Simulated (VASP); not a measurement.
Si (a cell with a defect): single point with PBE

The system is Si (a cell with a defect).

```xyz
17
Lattice="0.0000 5.4300 5.4300 5.4300 0.0000 5.4300 5.4300 5.4300 0.0000" Properties=species:S:1:pos:R:3 pbc="T T T"
Si    0.0261   -0.0244   -0.0272
Si    1.3920    1.3564    1.3558
Si    2.7120    2.7190   -0.0050
Si    4.0752    4.0393    1.3545
Si    2.7106   -0.0051    2.7186
Si    4.0733    1.3570    4.0367
Si    5.4350    2.7194    2.7177
Si    6.7873    4.0722    4.0727
Si    0.0243    2.7385    2.7364
Si    1.3612    4.0745    4.0664
Si    2.6959    5.4102    2.7335
Si    4.0741    6.7888    4.1051
Si    2.6919    2.7396    5.4035
Si    4.0723    4.1061    6.7862
Si    5.4342    5.4267    5.4253
Si    6.7548    6.7893    6.7849
Si    9.5061    6.7894    6.7816
```

```yaml
Program: VASP 6.6.1
Task: single point
Functional: PBE
Potentials_or_basis: VASP PAW PBE potentials, release 64 (Si)
Cutoff: 520 eV
k_mesh: 2 × 2 × 2
Occupations: gaussian, width 0.02 eV
Spin: no spin polarisation
```

```json
{"Pressure": "5.3 GPa", "Largest force": "0.026 eV/Å", "Band gap on the k mesh": "zero (bands 34 and 35 overlap by 0.25 eV)"}
```

Forces on the atoms (eV/Å):
```
Si  -0.005  0.006  0.002
Si  -0.015  0.004  0.000
Si  -0.016  0.015 -0.012
Si  -0.004  0.018  0.002
Si  -0.012 -0.013  0.012
Si   0.000  0.003  0.018
Si   0.013  0.014  0.015
Si   0.001  0.000 -0.002
Si   0.001  0.000 -0.001
Si  -0.001 -0.001  0.001
Si  -0.006 -0.006  0.005
Si  -0.001 -0.002 -0.026
Si   0.005 -0.004 -0.001
Si   0.004 -0.015 -0.002
Si   0.015 -0.017 -0.013
Si   0.021 -0.003  0.001
Si  -0.001  0.000  0.001
```

Levels at points of the mesh, in eV from the Fermi level:
```csv
k point,band 30,band 31,band 32,band 33,band 34,band 35,band 36,band 37,band 38,band 39
"(0.00, 0.00, 0.00)",-1.76,-0.83,-0.83,-0.83,-0.25,-0.24,-0.24,0.08,0.08,0.40
"(0.50, 0.00, 0.00)",-1.59,-1.58,-1.44,-1.44,-0.35,0.53,0.53,0.89,0.89,1.28
"(0.00, 0.50, 0.00)",-1.59,-1.58,-1.44,-1.44,-0.35,0.53,0.53,0.89,0.89,1.28
"(0.00, 0.00, 0.50)",-1.59,-1.59,-1.44,-1.44,-0.36,0.53,0.53,0.89,0.89,1.28
"(0.50, 0.50, 0.50)",-1.59,-1.58,-1.44,-1.44,-0.36,0.53,0.53,0.89,0.89,1.28
"(0.50, 0.50, 0.00)",-2.03,-2.03,-1.90,-1.00,0.01,0.71,1.01,1.02,1.14,1.89
"(0.00, 0.50, 0.50)",-2.03,-2.03,-1.90,-1.00,0.01,0.71,1.01,1.02,1.14,1.89
"(0.50, 0.00, 0.50)",-2.03,-2.03,-1.90,-1.00,0.01,0.71,1.01,1.02,1.14,1.89
```

Run time: 6.3 min on 1 thread of Intel Xeon 8259CL (shared host), peak memory 0.48 GiB.

Caveat: the k points lie up to 0.50 Å⁻¹ apart.
